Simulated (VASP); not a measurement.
A run of VASP 6.6.1 is set up as follows.

INCAR

```
  PREC = Accurate
  ENCUT = 520
  EDIFF = 1E-7
  ISMEAR = -1
  SIGMA = 0.05
  LREAL = False
  LASPH = True
  NELM = 100
  ALGO = Fast
  ISIF = 2
  LWAVE = False
  LCHARG = True
  GGA = PS
  LELF = True
  LVHAR = True
  NBANDS = 21
```

File KPOINTS:

```
regular mesh
0
Gamma
  9 9 5
```

Contents of POSCAR:

```
Pb
1.0
    3.4313605914      0.0000000000      0.0000000000
   -1.7156802957      2.9716454417      0.0000000000
    0.0000000000      0.0000000000      5.8465614335
Pb
2
Direct
    0.6666666667      0.3333333333      0.7500000000
    0.3333333333      0.6666666667      0.2500000000
```

Potentials or basis: VASP PAW PBE potentials, release 64 (Pb_d).

Run with:

```bash
$ cat potpaw_PBE.64/Pb_d/POTCAR > POTCAR
$ mpirun -np 1 vasp_std > vasp.out
```

**Question.** Predict the band gap on the k mesh.

**Answer.** Zero (bands 14 and 15 overlap by 8.12 eV).

**Question.** Estimate the pressure.

**Answer.** -0.1 GPa.

Caveat: the PAW data sets were made with another functional, which shifts forces and pressure a little; spin-orbit coupling is left out, which moves the levels of the heavy elements.
